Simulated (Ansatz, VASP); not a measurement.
TaN in VASP and in Ansatz

POSCAR

```
TaN
1.0
    2.9976027420      0.0000000000      0.0000000000
   -1.4988013710      2.5960001250      0.0000000000
    0.0000000000      0.0000000000      2.9468595706
Ta N
1 1
Direct
    0.0000000000      0.0000000000      0.5000000000
    0.6666666667      0.3333333333      0.0000000000
```

Contents of INCAR.step1:

```
SYSTEM = TaN
PREC = Accurate
ENCUT = 520
ISMEAR = -1
SIGMA = 0.05
LREAL = .FALSE.
LASPH = .TRUE.
NELM = 100
NBANDS = 15
GGA = PE
ALGO = Normal
EDIFF = 1E-4
LWAVE = .TRUE.
LCHARG = .FALSE.
```

INCAR.step2

```
SYSTEM = TaN
PREC = Accurate
ENCUT = 520
EDIFF = 1E-8
ISMEAR = -1
SIGMA = 0.05
LREAL = .FALSE.
LASPH = .TRUE.
NELM = 100
ALGO = Normal
ISIF = 2
LWAVE = .FALSE.
LCHARG = .FALSE.
METAGGA = R2SCAN
LMIXTAU = .TRUE.
LEFG = .TRUE.
NBANDS = 15
ISTART = 1
```

File KPOINTS:

```
Automatic mesh
0
G
  13 13 11
  0 0 0
```

Input for Ansatz:

```yaml
crystal:
  lattice:
    - [2.997602742, 0.0, 0.0]
    - [-1.498801371, 2.596000125, 0.0]
    - [0.0, 0.0, 2.9468595706]
  atoms:
    - { symbol: Ta, position: [0.0, 0.0, 0.5] }
    - { symbol: "N", position: [0.6666666667, 0.3333333333, 0.0] }
kpoints:
  mp_grid: { grid: [13, 13, 11] }
scf:
  occupations: { method: fermi_dirac, width: 0.05 }
hamiltonian:
  xc: r2scan
  pseudopotentials: { kind: all_electron, datasets: crystal }
output:
  forces: true
  stress: true
  eigenvalues: true
  efg: { contact_densities: true }
```

Change from the starting cell: volume scaled by 1.06, crystal datasets.

Alike in both runs: task electric field gradients; functional r2SCAN; k mesh 13 × 13 × 11; occupations fermi-dirac, width 0.05 eV; no spin polarisation.

```csv
,VASP,Ansatz
version,VASP 6.6.1,Ansatz 0.2.0
potentials or method,"VASP PAW PBE potentials, release 64 (Ta_pv, N), cutoff 520 eV","all-electron PAW with datasets made for the crystal, scalar-relativistic"
```

VASP gave:

```
pressure (GPa)                                                : -18.6
traceless stress, the component that is largest in VASP (GPa) : -1.55
size of Vzz on the site where it differs most (V/Å²)          : 15.6
```

Question: What did Ansatz give for the same quantities?

Answer: Pressure (GPa): -19.5; traceless stress, the component that is largest in VASP (GPa): -1.67; size of Vzz on the site where it differs most (V/Å²): 51.9.

VASP's potentials were made for PBE, not for r2SCAN. Ansatz ran all-electron here, and VASP with PAW potentials.

Neither program's run includes spin-orbit coupling.
